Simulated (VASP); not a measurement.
KBr: single point with PBE-based screened hybrid with 5 % exact exchange

Crystal: KBr.

```
CELL_PARAMETERS angstrom
0.00000 3.30000 3.30000
3.30000 0.00000 3.30000
3.30000 3.30000 0.00000
ATOMIC_POSITIONS crystal
Br 0.50000 0.50000 0.50000
K 0.00000 0.00000 0.00000
```

| Quantity | Value |
| --- | --- |
| Program | VASP 6.6.1 |
| Task | single point |
| Functional | PBE-based screened hybrid with 5 % exact exchange |
| Potentials or basis | VASP PAW PBE potentials, release 64 (Br, K_sv) |
| Cutoff | 520 eV |
| k mesh | 4 × 4 × 4 |
| Occupations | fermi-dirac, width 0.05 eV |
| Spin | no spin polarisation |

```yaml
Pressure: 0.7 GPa
Band_gap_on_the_k_mesh: 4.67 eV
```

Levels at points of the mesh, in eV from the valence-band top:
| k point | band 5 | band 6 | band 7 | band 8 | band 9 | band 10 | band 11 | band 12 |
| --- | --- | --- | --- | --- | --- | --- | --- | --- |
| (0.00, 0.00, 0.00) | -11.43 | 0.00 | 0.00 | 0.00 | 4.67 | 7.88 | 7.88 | 7.88 |
| (0.50, 0.00, 0.00) | -11.18 | -1.19 | -0.34 | -0.34 | 6.82 | 8.51 | 10.09 | 10.09 |
| (0.50, 0.50, 0.00) | -11.46 | -0.83 | -0.29 | -0.29 | 6.11 | 7.46 | 9.69 | 9.77 |

Run time: 3.7 min on 1 thread of AMD EPYC 7R13 Processor (Zen 3), with other jobs on the host, peak memory 0.29 GiB.

Caveat: the PAW data sets were made with another functional, which shifts forces and pressure a little.
